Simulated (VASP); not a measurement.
Here is a VASP 6.6.1 calculation.

File INCAR:

```
SYSTEM = MnS
PREC = Accurate ; ENCUT = 520
EDIFF = 1E-7 ; ISMEAR = 0
SIGMA = 0.1 ; LREAL = .FALSE.
LASPH = .TRUE. ; NELM = 150
ALGO = Normal ; ISIF = 2
LWAVE = .FALSE. ; LCHARG = .FALSE.
ISPIN = 2 ; MAGMOM = 0.16 0
LORBIT = 11 ; LMAXMIX = 4
GGA = PS ; NBANDS = 20
```

The input KPOINTS:

```
regular mesh
0
G
  16 16 16
  0 0 0
```

File POSCAR:

```
MnS
1.0
    0.0000000000      2.3557099817      2.3557099817
    2.3557099817      0.0000000000      2.3557099817
    2.3557099817      2.3557099817      0.0000000000
Mn S
1 1
Direct
    0.0000000000      0.0000000000      0.0000000000
    0.7500000000      0.7500000000      0.7500000000
```

Potentials or basis: VASP PAW PBE potentials, release 64 (Mn_pv, S).

Command:

```console
$ cat potpaw_PBE.64/Mn_pv/POTCAR potpaw_PBE.64/S/POTCAR > POTCAR
$ mpirun -np 1 vasp_std > vasp.out
```

Problem. Predict the pressure.

Solution. 25.2 GPa.

Problem. Estimate the net moment.

Solution. 0.02 μB per cell.

Caveat: the cell stands under pressure; the PAW data sets were made with another functional, which shifts forces and pressure a little.
